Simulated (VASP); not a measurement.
Wanted: the native input for a VASP 6.6.1 run.

| Item | Value |
| --- | --- |
| Task | relaxation of cell and atoms |
| Functional | PBEsol |
| Potentials or basis | VASP PAW PBE potentials, release 64 (Ni, Ti_sv) |
| Cutoff | 600 eV |
| k mesh | 16 × 16 × 16 |
| Occupations | methfessel-paxton, width 0.1 eV |
| Spin | no spin polarisation |
| Dipole correction | no |
| Further INCAR settings | ALGO = Normal; EDIFF = 1e-06; IBRION = 2; EDIFFG = -0.01; NSW = 80; ISIF = 3 |

The structure of TiNi lies in POSCAR:

```
TiNi
1.0
    3.0100000000      0.0000000000      0.0000000000
    0.0000000000      3.0100000000      0.0000000000
    0.0000000000      0.0000000000      3.0100000000
Ni Ti
1 1
Direct
    0.0000000000      0.0000000000      0.0000000000
    0.5000000000      0.5000000000      0.5000000000
```

One way to write it, as run:

INCAR

```
SYSTEM = TiNi
PREC = Accurate
ENCUT = 600
EDIFF = 1E-6
ISMEAR = 1
SIGMA = 0.1
LREAL = .FALSE.
LASPH = .TRUE.
NELM = 100
ALGO = Normal
ISIF = 3
LWAVE = .FALSE.
LCHARG = .FALSE.
GGA = PS
IBRION = 2
NSW = 80
EDIFFG = -0.01
```

KPOINTS

```
Automatic mesh
0
G
  16 16 16
  0 0 0
```

Potentials or basis: VASP PAW PBE potentials, release 64 (Ni, Ti_sv).

Run with:

```sh
$ cat potpaw_PBE.64/Ni/POTCAR potpaw_PBE.64/Ti_sv/POTCAR > POTCAR
$ mpirun -np 1 vasp_std > vasp.out
```

It gave:

```yaml
Relaxed_volume: 13.09 Å³/atom
Relaxed_cell: a = 2.969 Å, b = 2.969 Å, c = 2.969 Å, α = 90.00°, β = 90.00°, γ = 90.00°
Space_group_after_relaxing_to_0.05_Å: Pm-3m (No. 221)
Energy_gained_by_relaxing: 11.8 meV/atom
Ionic_steps: 3
Pressure_after_relaxing: 0.0 GPa
Band_gap_on_the_k_mesh: zero (band 11 reaches 10.22 eV, above the bottom of band 12 at 8.43 eV)
```

Caveat: the PAW data sets were made with another functional, which shifts forces and pressure a little.

It took 84 s on 1 thread of AMD EPYC 9R45 (Zen 5), with other jobs on the host, peak memory 0.19 GiB.
